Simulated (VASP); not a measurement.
# SiO2 (Stishovite) (P4_2/mnm) in VASP: notebook, part 2 of 2

VASP 6.6.1.

## (3) Single point, PBE (volume changed by -3%)

Input file INCAR:

```
  ALGO = Normal
  EDIFF = 1E-7
  ENCUT = 520
  GGA = PE
  ISIF = 2
  ISMEAR = 0
  LASPH = T
  LCHARG = F
  LREAL = F
  LWAVE = F
  NBANDS = 25
  NELM = 60
  PREC = Accurate
  SIGMA = 0.01
```

Input file KPOINTS:

```
k-points
0
Gamma
  6 6 8
```

Input file POSCAR:

```
SiO2
1.0
    4.1929743879      0.0000000000      0.0000000000
    0.0000000000      4.1929743879      0.0000000000
    0.0000000000      0.0000000000      2.6633195198
Si O
2 4
Direct
    0.0000000000      0.0000000000      0.0000000000
    0.5000000000      0.5000000000      0.5000000000
    0.3069760528      0.3069760528      0.0000000000
    0.1930239472      0.8069760528      0.5000000000
    0.6930239472      0.6930239472      0.0000000000
    0.8069760528      0.1930239472      0.5000000000
```

Potentials or basis: VASP PAW PBE potentials, release 64 (Si, O).

Launch:

```console
$ cat potpaw_PBE.64/Si/POTCAR potpaw_PBE.64/O/POTCAR > POTCAR
$ mpirun -np 1 vasp_std > vasp.out
```

OUTCAR:

```text
EDIFF = 1E-7
   ENCUT = 520
   GGA = PE
   ISIF = 2
   ISMEAR = 0
   LASPH = T
   LREAL = F
   NELM = 60
   PREC = Accurate

 ion  position               nearest neighbor table
   1  0.000  0.000  0.000-   4 1.76   6 1.76   4 1.76   6 1.76   5 1.82   3 1.82
   2  0.500  0.500  0.500-   3 1.76   5 1.76   3 1.76   5 1.76   4 1.82   6 1.82
   3  0.307  0.307  0.000-   2 1.76   2 1.76   1 1.82
   4  0.193  0.807  0.500-   1 1.76   1 1.76   2 1.82
   5  0.693  0.693  0.000-   2 1.76   2 1.76   1 1.82
   6  0.807  0.193  0.500-   1 1.76   1 1.76   2 1.82

  LATTYP: Found a simple tetragonal cell.
 ALAT       =     4.1929743879
 C/A-ratio  =     0.6351862123

  Lattice vectors:

 A1 = (   4.1929743879,   0.0000000000,   0.0000000000)
 A2 = (   0.0000000000,   4.1929743879,   0.0000000000)
 A3 = (   0.0000000000,   0.0000000000,   2.6633195198)

Analysis of symmetry for initial positions (statically):
=====================================================================
 Subroutine PRICEL returns:
 Original cell was already a primitive cell.

 Routine SETGRP: Setting up the symmetry group for a
 simple tetragonal supercell.

 Subroutine GETGRP returns: Found 16 space group operations
 (whereof  8 operations were pure point group operations)
 out of a pool of 16 trial point group operations.

The static configuration has the point symmetry D_2h.
 The point group associated with its full space group is D_4h.

Analysis of symmetry for dynamics (positions and initial velocities):
=====================================================================
 Subroutine PRICEL returns:
 Original cell was already a primitive cell.

 Routine SETGRP: Setting up the symmetry group for a
 simple tetragonal supercell.

 Subroutine GETGRP returns: Found 16 space group operations
 (whereof  8 operations were pure point group operations)
 out of a pool of 16 trial point group operations.

The dynamic configuration has the point symmetry D_2h.
 The point group associated with its full space group is D_4h.

 Subroutine INISYM returns: Found 16 space group operations
 (whereof  8 operations are pure point group operations),
 and found     1 'primitive' translations

----------------------------------------------------------------------------------------

                                     Primitive cell

  volume of cell :      46.8239

  direct lattice vectors                    reciprocal lattice vectors
     4.192974388  0.000000000  0.000000000     0.238494183  0.000000000  0.000000000
     0.000000000  4.192974388  0.000000000     0.000000000  0.238494183  0.000000000
     0.000000000  0.000000000  2.663319520     0.000000000  0.000000000  0.375471284

  length of vectors
     4.192974388  4.192974388  2.663319520     0.238494183  0.238494183  0.375471284

  position of ions in fractional coordinates (direct lattice)
     0.000000000  0.000000000  0.000000000
     0.500000000  0.500000000  0.500000000
     0.306976053  0.306976053  0.000000000
     0.193023947  0.806976053  0.500000000
     0.693023947  0.693023947  0.000000000
     0.806976053  0.193023947  0.500000000

  ion indices of the primitive-cell ions
   primitive index   ion index
                 1           1
[... 26 lines left out ...]

 Subroutine IBZKPT returns following result:
 ===========================================

 Found     50 irreducible k-points:

 Following reciprocal coordinates:
            Coordinates               Weight
  0.000000  0.000000  0.000000      1.000000
  0.166667  0.000000  0.000000      4.000000
  0.333333  0.000000  0.000000      4.000000
  0.500000  0.000000  0.000000      2.000000
  0.166667  0.166667  0.000000      4.000000
  0.333333  0.166667  0.000000      8.000000
[... 16 lines left out ...]
  0.333333  0.000000  0.250000      8.000000
  0.500000  0.000000  0.250000      4.000000
 [... further k-points ...]
   k-points           NKPTS =     50   k-points in BZ     NKDIM =     50   number of bands    NBANDS=     25
   number of dos      NEDOS =    301   number of ions     NIONS =      6
   total plane-waves  NPLWV =  20480
   dimension x,y,z NGX =    32 NGY =   32 NGZ =   20
   dimension x,y,z NGXF=    64 NGYF=   64 NGZF=   40
   ions per type =               2   4
   NGX,Y,Z   is equivalent  to a cutoff of  12.69, 12.69, 12.48 a.u.
   NGXF,Y,Z  is equivalent  to a cutoff of  25.38, 25.38, 24.97 a.u.
 SYSTEM =  unknown system
   PREC   = accura    normal or accurate (medium, high low for compatibility)
   ISTART =      0    job   : 0-new  1-cont  2-samecut
   ICHARG =      2    charge: 1-file 2-atom 10-const
   ISPIN  =      1    spin polarized calculation?
   LNONCOLLINEAR =      F non collinear calculations
   LSORBIT =      F    spin-orbit coupling
   LASPH  =      T    aspherical Exc in radial PAW
   ENCUT  =  520.0 eV  38.22 Ry    6.18 a.u.   7.80  7.80  4.95*2*pi/ulx,y,z
   NELM   =     60;   NELMIN=  2; NELMDL= -5     # of ELM steps
   EDIFF  = 0.1E-06   stopping-criterion for ELM
   LREAL  =      F    real-space projection
   EDIFFG = 0.1E-05   stopping-criterion for IOM
   NSW    =      0    number of steps for IOM
   IBRION =     -1    ionic relax: 0-MD 1-quasi-New 2-CG
   NFREE  =      0    steps in history (QN), initial steepest desc. (CG)
   ISIF   =      2    stress and relaxation
   ISYM   =      2    0-nonsym 1-usesym 2-fastsym
   POTIM  = 0.5000    time-step for ionic-motion
   TEBEG  =    0.0;   TEEND  =   0.0 temperature during run
   PSTRESS=    0.0 pullay stress
   NELECT =      32.0000    total number of electrons
   NUPDOWN=      -1.0000    fix difference up-down
   EMIN   =  10.00;   EMAX   =-10.00  energy-range for DOS
   EFERMI =   0.00;   METHOD = LEGACY
   ISMEAR =     0;   SIGMA  =   0.01  broadening in eV -4-tet -1-fermi 0-gaus
   EFERMI_NEDOS =   21; number of points for ismear=-14 and -15
   IALGO  =     38    algorithm
   IMIX   =      4    mixing-type and parameters
     AMIX     =   0.40;   BMIX     =  1.00
     AMIX_MAG =   1.60;   BMIX_MAG =  1.00
  volume/ion in A,a.u.               =       7.80        52.66
  Fermi-wavevector in a.u.,A,eV,Ry     =   1.442012  2.725008 28.291942  2.079399
  Thomas-Fermi vector in A             =   2.560580
   LORBIT       =      0    0 simple, 1 ext, 2 COOP (PROOUT), +10 PAW based schemes
   GGA     = PE    functional components
   LHFCALC =     F    Hartree Fock is set to
   AEXX    =    0.0000 exact exchange contribution
   IVDW    =     0    specifies the selected vdW correction
   LEPSILON=     F    determine dielectric tensor
   LRPA    =     F    only Hartree local field effects (RPA)
 non-spin polarized calculation
 Gauss-broadening in eV      SIGMA  =   0.01
  energy-cutoff  :      520.00
  volume of cell :       46.82
 maximum number of plane-waves:      1282
 NGX is ok and might be reduce to    32
   NGX = 15   NGY = 15   NGZ =  9

 number of electron      31.9999982 magnetization

 Free energy of the ion-electron system (eV)
  ---------------------------------------------------
  ext. energy  EPLUGINS =         0.00000000
  ---------------------------------------------------
  free energy    TOTEN  =       -46.26936390 eV

  energy without entropy =      -46.26936390  energy(sigma->0) =      -46.26936390

 E-fermi :   8.2985     XC(G=0): -12.2378

 val. band max:        8.1456540672   @ k =   0.0000   0.0000   0.0000
 cond. band min:      13.7096178841   @ k =   0.0000   0.0000   0.0000
 fundamental gap:      5.5639638169
 Fermi energy:         8.2984573620

 k-point     1 :       0.0000    0.0000    0.0000
  band No.  band energies     occupation
      1     -14.3820      2.00000
      2     -10.7660      2.00000
      3     -10.7660      2.00000
      4     -10.6023      2.00000
      5      -2.6375      2.00000
      6       1.7449      2.00000
[... 661 lines left out ...]
     24      21.0884      0.00000
     25      21.8939      0.00000

 [... further k-points ...]
[... 5 lines left out ...]
  --------------------------------------------------------------------------------------
  -------------------------------------------------------------------------------------
  Total        2.5999133      2.5999133      3.4844659      0.0000000      0.0000000      0.0000000
  in kB       88.9614311     88.9614311    119.2282330      0.0000000      0.0000000      0.0000000
  external PRESSURE =      99.0503651 kB  Pullay stress =       0.0000000 kB

 VOLUME and BASIS-vectors are now :
 -----------------------------------------------------------------------------
  energy-cutoff  :      520.00
  volume of cell :       46.82
      direct lattice vectors                 reciprocal lattice vectors
     4.192974388  0.000000000  0.000000000     0.238494183  0.000000000  0.000000000
     0.000000000  4.192974388  0.000000000     0.000000000  0.238494183  0.000000000
     0.000000000  0.000000000  2.663319520     0.000000000  0.000000000  0.375471284

 POSITION                                       TOTAL-FORCE (eV/Angst)
 -----------------------------------------------------------------------------------
      0.00000      0.00000      0.00000         0.000000      0.000000      0.000000
      2.09649      2.09649      1.33166         0.000000      0.000000      0.000000
      1.28714      1.28714      0.00000        -0.169661     -0.169661     -0.000000
      0.80934      3.38363      1.33166         0.169661     -0.169661      0.000000
      2.90583      2.90583      0.00000         0.169661      0.169661      0.000000
      3.38363      0.80934      1.33166        -0.169661      0.169661      0.000000
 -----------------------------------------------------------------------------------
    total drift:                                0.000000     -0.000000      0.000000

  FREE ENERGIE OF THE ION-ELECTRON SYSTEM (eV)
  ---------------------------------------------------
  free  energy   TOTEN  =       -46.2693639048 eV

  energy  without entropy=      -46.2693639048  energy(sigma->0) =      -46.26936390
```

OSZICAR:

```text
N       E                     dE             d eps       ncg     rms          rms(c)
DAV:   1     0.137204196871E+03    0.13720E+03   -0.17570E+04  2500   0.123E+03
DAV:   2    -0.440314751326E+02   -0.18124E+03   -0.17362E+03  3188   0.281E+02
DAV:   3    -0.508660680088E+02   -0.68346E+01   -0.68079E+01  3362   0.521E+01
DAV:   4    -0.509084230622E+02   -0.42355E-01   -0.42343E-01  2849   0.478E+00
DAV:   5    -0.509087697136E+02   -0.34665E-03   -0.34659E-03  3387   0.406E-01    0.176E+01
DAV:   6    -0.462044958680E+02    0.47043E+01   -0.13193E+01  3128   0.244E+01    0.806E+00
DAV:   7    -0.462486790379E+02   -0.44183E-01   -0.81497E-01  3134   0.516E+00    0.294E+00
DAV:   8    -0.462626302915E+02   -0.13951E-01   -0.27302E-02  3068   0.142E+00    0.109E+00
DAV:   9    -0.462691756372E+02   -0.65453E-02   -0.98910E-03  3216   0.836E-01    0.263E-01
DAV:  10    -0.462693790953E+02   -0.20346E-03   -0.45200E-04  3120   0.154E-01    0.414E-02
DAV:  11    -0.462693627252E+02    0.16370E-04   -0.72526E-05  3284   0.618E-02    0.931E-03
DAV:  12    -0.462693637750E+02   -0.10499E-05   -0.52890E-06  3074   0.166E-02    0.329E-03
DAV:  13    -0.462693639219E+02   -0.14683E-06   -0.58712E-07  3245   0.547E-03    0.379E-03
DAV:  14    -0.462693639048E+02    0.17103E-07   -0.14331E-08  2046   0.834E-04
   1 F= -.46269364E+02 E0= -.46269364E+02  d E =-.774960-106
```

stdout:

```text
POSCAR found type information on POSCAR SiO
 POSCAR found :  2 types and       6 ions
 scaLAPACK will be used
 LDA part: xc-table for (Slater+PW92), standard interpolation
 POSCAR, INCAR and KPOINTS ok, starting setup
 FFT: planning ... GRIDC
 FFT: planning ... GRID_SOFT
 FFT: planning ... GRID
 WAVECAR not read
 entering main loop
```

Wall time 16 s (1 thread of Intel Xeon 6975P-C (Granite Rapids), shared host); peak memory 0.17 GiB.

What came out:

- Free energy: -46.2694 eV
- Pressure: 9.9 GPa
- Largest force: 0.240 eV/Å
- Band gap on the k mesh: 5.56 eV, direct

Forces in eV/Å, atoms in the order of the input:
```
Si   0.000  0.000  0.000
Si   0.000  0.000  0.000
O   -0.170 -0.170  0.000
O    0.170 -0.170  0.000
O    0.170  0.170  0.000
O   -0.170  0.170  0.000
```

Caveat: the cell differs from its parent crystal (volume changed by -3%). A k mesh can miss the band edges.

## (4) Single point, PBE

This run uses another cell than the first one, of 8.05 Å³/atom, 1.064 times its volume.

Input file INCAR:

```
SYSTEM = SiO2
ALGO     = Normal         ! electronic algorithm
EDIFF    = 1E-6           ! SCF threshold, eV
ENCUT    = 520            ! plane-wave cutoff, eV
GGA      = PE             ! functional
ISIF     = 2              ! what is computed and relaxed
ISMEAR   = 0              ! smearing method
LASPH    = .True.         ! aspherical terms in the spheres
LCHARG   = .False.        ! write CHGCAR
LREAL    = .False.        ! projectors in reciprocal space
LWAVE    = .False.        ! write WAVECAR
NBANDS   = 25             ! bands
NELM     = 60             ! most SCF steps
PREC     = Accurate       ! precision mode
SIGMA    = 0.01           ! smearing width, eV
```

Input file KPOINTS:

```
k-points
0
Gamma
  6 6 8
  0 0 0
```

POSCAR, as its differences from that of step 3:

```diff
@@ -2,5 +2,5 @@
 1.0
-    4.1929743879      0.0000000000      0.0000000000
-    0.0000000000      4.1929743879      0.0000000000
-    0.0000000000      0.0000000000      2.6633195198
+    4.2357627961      0.0000000000      0.0000000000
+    0.0000000000      4.2357627961      0.0000000000
+    0.0000000000      0.0000000000      2.6904981268
 Si O
```

Launch:

```console
$ cat potpaw_PBE.64/Si/POTCAR potpaw_PBE.64/O/POTCAR > POTCAR
$ mpirun -np 1 vasp_std > vasp.out
```

It took 15 s on 1 thread of Intel Xeon 6975P-C (Granite Rapids), shared host; peak memory 0.17 GiB.

It converged, with:

- Free energy: -46.3169 eV
- Pressure: 0.2 GPa
- Largest force: 0.019 eV/Å
- Band gap on the k mesh: 5.03 eV, direct

Forces in eV/Å, atoms in the order of the input:
```
Si   0.000  0.000  0.000
Si   0.000  0.000  0.000
O   -0.013 -0.013  0.000
O    0.013 -0.013  0.000
O    0.013  0.013  0.000
O   -0.013  0.013  0.000
```

Stress tensor (GPa, compression positive):
```
-0.03  0.00  0.00
 0.00 -0.03  0.00
 0.00  0.00  0.58
```

Levels at points of the mesh, in eV from the valence-band top:
| k point | band 13 | band 14 | band 15 | band 16 | band 17 | band 18 | band 19 | band 20 |
| --- | --- | --- | --- | --- | --- | --- | --- | --- |
| (0.00, 0.00, 0.00) | -2.50 | -0.85 | -0.85 | 0.00 | 5.03 | 6.61 | 8.29 | 8.29 |
| (0.50, 0.00, 0.00) | -2.62 | -2.62 | -1.04 | -1.04 | 7.30 | 7.30 | 8.88 | 8.88 |
| (0.50, 0.50, 0.00) | -2.53 | -2.53 | -2.17 | -2.17 | 7.01 | 7.01 | 9.78 | 9.78 |
| (0.00, 0.00, 0.50) | -2.87 | -2.87 | -2.56 | -2.56 | 8.63 | 8.63 | 12.20 | 12.20 |
| (0.50, 0.00, 0.50) | -2.21 | -2.21 | -1.67 | -1.67 | 8.43 | 8.43 | 9.43 | 9.43 |
| (0.50, 0.50, 0.50) | -1.73 | -1.73 | -1.47 | -1.47 | 6.81 | 6.81 | 10.69 | 10.69 |

A k mesh can miss the band edges.

## (5) Single point, PBE (volume changed by +3%)

Input file INCAR:

```
PREC = Accurate ; ENCUT = 520
EDIFF = 1E-6 ; ISMEAR = 0
SIGMA = 0.01 ; LREAL = False
LASPH = True ; NELM = 80
ALGO = Normal ; ISIF = 2
LWAVE = False ; LCHARG = False
GGA = PE ; NBANDS = 25
```

Input file KPOINTS:

```
Automatic mesh
0
Gamma
  6 6 8
```

POSCAR, as its differences from that of step 4:

```diff
@@ -2,5 +2,5 @@
 1.0
-    4.2357627961      0.0000000000      0.0000000000
-    0.0000000000      4.2357627961      0.0000000000
-    0.0000000000      0.0000000000      2.6904981268
+    4.2777037693      0.0000000000      0.0000000000
+    0.0000000000      4.2777037693      0.0000000000
+    0.0000000000      0.0000000000      2.7171384546
 Si O
```

Launch:

```console
$ cat potpaw_PBE.64/Si/POTCAR potpaw_PBE.64/O/POTCAR > POTCAR
$ mpirun -np 1 vasp_std > vasp.out
```

It took 15 s on 1 thread of Intel Xeon 6975P-C (Granite Rapids), shared host; peak memory 0.17 GiB.

It converged, with:

```yaml
Free_energy: -46.2829 eV
Pressure: -8.1 GPa
Largest_force: 0.181 eV/Å
Band_gap_on_the_k_mesh: 4.52 eV, direct
```

Forces in eV/Å, atoms in the order of the input:
```
Si   0.000  0.000  0.000
Si   0.000  0.000  0.000
O    0.128  0.128  0.000
O   -0.128  0.128  0.000
O   -0.128 -0.128  0.000
O    0.128 -0.128  0.000
```

Stress tensor (GPa, compression positive):
```
-7.64  0.00  0.00
 0.00 -7.64  0.00
 0.00  0.00 -9.15
```

Levels at points of the mesh, in eV from the valence-band top:
```tsv
k point	band 13	band 14	band 15	band 16	band 17	band 18	band 19	band 20
(0.00, 0.00, 0.00)	-2.48	-0.83	-0.83	0.00	4.52	6.47	8.04	8.04
(0.50, 0.00, 0.00)	-2.55	-2.55	-1.01	-1.01	6.90	6.90	8.66	8.66
(0.50, 0.50, 0.00)	-2.47	-2.47	-2.08	-2.08	6.65	6.65	9.50	9.50
(0.00, 0.00, 0.50)	-2.74	-2.74	-2.46	-2.46	8.23	8.23	11.85	11.85
(0.50, 0.00, 0.50)	-2.14	-2.14	-1.60	-1.60	8.09	8.09	9.11	9.11
(0.50, 0.50, 0.50)	-1.68	-1.68	-1.41	-1.41	6.45	6.45	10.45	10.45
```

Caveat: the cell differs from its parent crystal (volume changed by +3%). A k mesh can miss the band edges.

## (6) The runs side by side

```csv
cell,gap on the mesh (eV),pressure (GPa),largest force (eV/Å)
"a = 4.149, b = 4.149, c = 2.636 Å, 6 atoms",6.14,21.3,0.49
"a = 4.193, b = 4.193, c = 2.663 Å, 6 atoms",5.56,9.9,0.24
"a = 4.236, b = 4.236, c = 2.690 Å, 6 atoms",5.03,0.2,0.02
"a = 4.278, b = 4.278, c = 2.717 Å, 6 atoms",4.52,-8.1,0.18
```

Alike in all rows: task single point; level PBE; potentials or basis VASP PAW PBE potentials, release 64 (Si, O); no spin polarisation; k mesh 6 × 6 × 8; cutoff (eV) 520; smearing gaussian 0.01 eV.

Total energies depend on the potentials used, so only differences within one code and one set of settings carry meaning.
